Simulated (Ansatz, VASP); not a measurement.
## Two plane-wave programs on SiC

INCAR

```
PREC = Accurate
ENCUT = 520
EDIFF = 1E-6
ISMEAR = 1
SIGMA = 0.2
LREAL = False
LASPH = True
NELM = 100
ALGO = Normal
ISIF = 2
LWAVE = False
LCHARG = False
GGA = PE
NBANDS = 11
```

Contents of KPOINTS:

```
Automatic mesh
0
Gamma
  8 8 8
```

File POSCAR:

```
SiC
1.0
    0.0000000000      2.1780523476      2.1780523476
    2.1780523476      0.0000000000      2.1780523476
    2.1780523476      2.1780523476      0.0000000000
Si C
1 1
Direct
    0.0000000000      0.0000000000      0.0000000000
    0.2500000000      0.2500000000      0.2500000000
```

Input for Ansatz:

```yaml
crystal:
  lattice:
    - [0.0, 2.1780523476, 2.1780523476]
    - [2.1780523476, 0.0, 2.1780523476]
    - [2.1780523476, 2.1780523476, 0.0]
  atoms:
    - { symbol: Si, position: [0.0, 0.0, 0.0] }
    - { symbol: C, position: [0.25, 0.25, 0.25] }
kpoints:
  mp_grid: { grid: [8, 8, 8] }
hamiltonian:
  xc: pbe
scf:
  occupations: { method: cold, width: 0.2 }
  n_extra_bands: 4
output:
  forces: true
  stress: true
  eigenvalues: true
```

Alike in both runs: task single point; functional PBE; k mesh 8 × 8 × 8; no spin polarisation.

```csv
,VASP,Ansatz
version,VASP 6.6.1,Ansatz 0.2.0
potentials or method,"VASP PAW PBE potentials, release 64 (Si, C)",plane waves
plane-wave cutoff (eV),520,420
occupations,"methfessel-paxton of order 1, width 0.2 eV","cold, width 0.2 eV"
valence electrons in the cell,8,8
```

Ansatz gave:

| Item | Value |
| --- | --- |
| gap on the k mesh at the Fermi level (eV) | 1.36 |
| pressure (GPa) | 3.6 |

Estimate VASP's values.

gap on the k mesh at the Fermi level (eV): 1.35; pressure (GPa): 3.5.
